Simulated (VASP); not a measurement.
Wanted: the native input for a VASP 6.6.1 run.

```yaml
Task: single point
Functional: r2SCAN
Potentials_or_basis: VASP PAW PBE potentials, release 64 (Ru_sv)
Cutoff: 620 eV
k_mesh: 6 × 6 × 4
Occupations: gaussian, width 0.1 eV
Spin: no spin polarisation
Dipole_correction: no
Further_INCAR_settings: ALGO = Normal; EDIFF = 1e-06; NBANDS = 40
```

The system is Ru.

```xyz
4
Lattice="2.0338 -3.4470 0.0000 2.0338 3.4470 0.0000 0.0000 0.0000 4.0731" Properties=species:S:1:pos:R:3 pbc="T T T"
Ru    2.0338    2.3956    0.3197
Ru    2.0338   -1.0513    1.7168
Ru    2.0338   -2.3956    3.7533
Ru    2.0338    1.0513    2.3563
```

The input as run:

POSCAR

```
Ru
1.0
    2.0338303010     -3.4469651905      0.0000000000
    2.0338303010      3.4469651905      0.0000000000
    0.0000000000      0.0000000000      4.0730712840
Ru
4
Direct
    0.1525000000      0.8475000000      0.0785000000
    0.6525000000      0.3475000000      0.4215000000
    0.8475000000      0.1525000000      0.9215000000
    0.3475000000      0.6525000000      0.5785000000
```

INCAR.step1

```
SYSTEM = Ru
  PREC = Accurate
  ENCUT = 620
  ISMEAR = 0
  SIGMA = 0.1
  LREAL = .FALSE.
  LASPH = .TRUE.
  NELM = 120
  NBANDS = 40
  GGA = PE
  ALGO = Normal
  EDIFF = 1E-5
  LWAVE = .TRUE.
  LCHARG = .FALSE.
  GGA_COMPAT = .FALSE.
```

INCAR.step2

```
SYSTEM = Ru
  PREC = Accurate
  ENCUT = 620
  EDIFF = 1E-6
  ISMEAR = 0
  SIGMA = 0.1
  LREAL = .FALSE.
  LASPH = .TRUE.
  NELM = 120
  ALGO = Normal
  ISIF = 2
  LWAVE = .FALSE.
  LCHARG = .TRUE.
  METAGGA = R2SCAN
  LMIXTAU = .TRUE.
  LELF = .TRUE.
  LVHAR = .TRUE.
  NBANDS = 40
  ISTART = 1
  GGA_COMPAT = .FALSE.
```

KPOINTS

```
regular mesh
0
G
  6 6 4
  0 0 0
```

Potentials or basis: VASP PAW PBE potentials, release 64 (Ru_sv).

Command:

```sh
$ cat potpaw_PBE.64/Ru_sv/POTCAR > POTCAR
$ cp INCAR.step1 INCAR
$ mpirun -np 1 vasp_std > vasp.out
$ cp INCAR.step2 INCAR
$ mpirun -np 1 vasp_std > vasp.out
```

Results of the run:

```yaml
Pressure: 41.8 GPa
Largest_force: 0.951 eV/Å
Band_gap_on_the_k_mesh: zero (bands 32 and 33 overlap by 0.58 eV)
```

Caveat: the k points lie up to 0.39 Å⁻¹ apart, too coarse for converged energies and pressures of a metal; the PAW data sets were made with another functional, which shifts forces and pressure a little.

Wall time 5.4 min on 1 thread of Intel(R) Xeon(R) Platinum 8259CL CPU @ 2.50GHz (Skylake/Cascade Lake), on a shared host, peak memory 0.25 GiB.
